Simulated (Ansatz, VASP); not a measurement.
Cr in VASP and in Ansatz

```
Cr
1.0
     2.89415    0.00000    0.00000
     0.00000    2.89415    0.00000
     0.00000    0.00000    2.89415
Cr
2
Direct
  0.00000 0.00000 0.00000
  0.50000 0.50000 0.50000
```

Alike in both runs: task single point; functional PBE; k mesh 14 × 14 × 14; occupations gaussian, width 0.1 eV; collinear spin.

```csv
,VASP,Ansatz
version,VASP 6.6.1,Ansatz 0.2.0
potentials or method,"VASP PAW PBE potentials, release 64 (Cr_pv), cutoff 520 eV","scalar-relativistic, plane waves, PAW"
valence electrons in the cell,24,28
```

|  | VASP | Ansatz | Ansatz less VASP |
| --- | --- | --- | --- |
| gap on the k mesh at the Fermi level (eV) | none | none | - |
| pressure (GPa) | -4.9 | -5.0 | -0.03 |
| net moment per atom (μB) | 0.00 | 0.00 | 0.000 |
| size of the moment on the site where the two differ most (μB) | 1.31 | 1.20 | -0.109 |

Site moments also hang on the region over which each program counts them. A gap of «none» marks a metal or a gap that the smearing closes. VASP's potentials hold 24 valence electrons a cell and Ansatz's 28, so a difference there can come from the potentials and not from the codes.
